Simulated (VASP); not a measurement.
A run of VASP 6.6.1 is set up as follows.

Contents of INCAR:

```
SYSTEM = Mn2SbN3
PREC = Accurate ; ENCUT = 520
EDIFF = 1E-6 ; ISMEAR = 0
SIGMA = 0.1 ; LREAL = .FALSE.
LASPH = .TRUE. ; NELM = 60
ALGO = Normal ; ISIF = 2
LWAVE = .FALSE. ; LCHARG = .FALSE.
GGA = PE ; NBANDS = 32
```

Contents of KPOINTS:

```
Automatic mesh
0
G
  6 6 6
  0 0 0
```

File POSCAR:

```
Mn2SbN3
1.0
    2.8267862883      1.6320458245      3.0806628632
   -2.8267862883      1.6320458245      3.0806628632
    0.0000000000     -3.2640916490      3.0806628631
Mn Sb N
2 1 3
Direct
    0.7791234620      0.7791234620      0.7791234620
    0.2208765380      0.2208765380      0.2208765380
    0.5000000000      0.5000000000      0.5000000000
    0.0000000000      0.0000000000      0.5000000000
    0.5000000000      0.0000000000      0.0000000000
    0.0000000000      0.5000000000      0.0000000000
```

Potentials or basis: VASP PAW PBE potentials, release 64 (Mn_pv, Sb, N).

The run is started by

```console
$ cat potpaw_PBE.64/Mn_pv/POTCAR potpaw_PBE.64/Sb/POTCAR potpaw_PBE.64/N/POTCAR > POTCAR
$ mpirun -np 1 vasp_std > vasp.out
```

(1) What does it give for the largest force?

(2) What does it give for the band gap on the k mesh?

## Answers

(1) 0.063 eV/Å.

(2) zero (band 23 reaches 6.18 eV, above the bottom of band 24 at 4.96 eV).

Caveat: spin-orbit coupling is left out, which moves the levels of the heavy elements; the run has no spin polarisation, though such a crystal can be magnetic.
